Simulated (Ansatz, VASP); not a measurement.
## Two plane-wave programs on ScIn2Se2

INCAR

```
SYSTEM = ScIn2Se2
  ALGO = Normal
  EDIFF = 1E-6
  EDIFFG = -0.08
  ENCUT = 600
  GGA = PE
  IBRION = 2
  ISIF = 3
  ISMEAR = 0
  LASPH = .True.
  LCHARG = .False.
  LREAL = .False.
  LWAVE = .False.
  NELM = 100
  NSW = 36
  PREC = Accurate
  SIGMA = 0.2
```

Contents of KPOINTS:

```
k-points
0
Gamma
  5 5 2
  0 0 0
```

Contents of POSCAR:

```
ScIn2Se2
1.0
    3.9500000000      0.0000000000      0.0000000000
   -1.9750000000      3.4208003400      0.0000000000
    0.0000000000      0.0000000000      8.8800000000
Sc In Se
1 2 2
Direct
    0.0000000000      0.0000000000      0.0000000000
    0.6666666700      0.3333333300      0.3420000000
    0.6666666700      0.3333333300      0.6580000000
    0.3333333300      0.6666666700      0.1800000000
    0.3333333300      0.6666666700      0.8200000000
```

Input for Ansatz:

```yaml
crystal:
  lattice:
    - [3.95, 0.0, 0.0]
    - [-1.975, 3.42080034, 0.0]
    - [0.0, 0.0, 8.88]
  atoms:
    - { symbol: Sc, position: [0.0, 0.0, 0.0] }
    - { symbol: In, position: [0.66666667, 0.33333333, 0.342] }
    - { symbol: In, position: [0.66666667, 0.33333333, 0.658] }
    - { symbol: Se, position: [0.33333333, 0.66666667, 0.18] }
    - { symbol: Se, position: [0.33333333, 0.66666667, 0.82] }
basis:
  ecutwfc: 420
kpoints:
  mp_grid: { grid: [5, 5, 2] }
hamiltonian:
  xc: pbe
scf:
  occupations: { method: gaussian, width: 0.2 }
  lower_state_search: "off"
output:
  forces: true
  stress: true
  eigenvalues: true
relax:
  adjacent_minimum: "off"
  f_tol: 0.08
  max_steps: 16
  cell: { stress_tol: 0.8 }
```

Alike in both runs: task relaxation of cell and atoms; functional PBE; k mesh 5 × 5 × 2; occupations gaussian, width 0.2 eV; no spin polarisation.

|  | VASP | Ansatz |
| --- | --- | --- |
| version | VASP 6.6.1 | Ansatz 0.2.0 |
| potentials or method | VASP PAW PBE potentials, release 64 (Sc_sv, In_d, Se), cutoff 600 eV | scalar-relativistic, plane waves, PAW |
| valence electrons in the cell | 49 | 69 |

|  | VASP | Ansatz | Ansatz less VASP |
| --- | --- | --- | --- |
| gap on the k mesh at the Fermi level, each at its own relaxed structure (eV) | none | none | - |
| relaxed volume (Å³/atom) | 27.26 | 27.18 | -0.083 |
| relaxed cell length with the largest relative difference (Å) | 11.285 | 11.260 | -0.0252 |

A gap of «none» marks a metal or a gap that the smearing closes. VASP's potentials hold 49 valence electrons a cell and Ansatz's 69, so a difference there can come from the potentials and not from the codes.

The k mesh is coarse, so the values compare programs but aren't converged.
